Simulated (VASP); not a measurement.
VO2:

```
CELL_PARAMETERS angstrom
4.59560 0.00000 0.00000
0.00000 4.59560 0.00000
0.00000 0.00000 3.10416
ATOMIC_POSITIONS crystal
V 0.50000 0.50000 0.50000
V 0.00000 0.00000 0.00000
O 0.20036 0.79964 0.50000
O 0.79964 0.20036 0.50000
O 0.70036 0.70036 0.00000
O 0.29964 0.29964 0.00000
```

Base run:

| Quantity | Value |
| --- | --- |
| Program | VASP 6.6.1 |
| Functional | PBEsol |
| Dispersion | D3(BJ) |
| Potentials or basis | VASP PAW PBE potentials, release 64 (V_sv, O) |
| Cutoff | 600 eV |
| k mesh | 6 × 6 × 9 |
| Occupations | fermi-dirac, width 0.05 eV |
| Spin | collinear spin, ferromagnetic start |
| Starting moments | [2.0, 2.0, 0.0, 0.0, 0.0, 0.0] μB |

Its results: band gap on the k mesh zero (filled and empty bands overlap); pressure -28.3 GPa; net moment 2.00 μB per cell; site moments V +1.10; O -0.08 μB; largest force 0.300 eV/Å.

Problem. The run is repeated on the same cell with these changes: functional from PBEsol to PBE; dispersion from D3(BJ) to none. What comes out?

Solution. Band gap on the k mesh zero (filled and empty bands overlap); pressure -18.7 GPa; net moment 2.00 μB per cell; site moments V +1.11; O -0.08 μB; largest force 0.255 eV/Å.

Several settings changed at once.

Caveats: semilocal functionals often make such compounds metallic where correlation or magnetic order opens a gap, which also shifts bond lengths; the stress differs along the axes, from -40 to -23 GPa (at least some runs); the PAW data sets were made with another functional, which shifts forces and pressure a little (at least some runs); the stress differs along the axes, from -29 to -14 GPa (at least some runs).
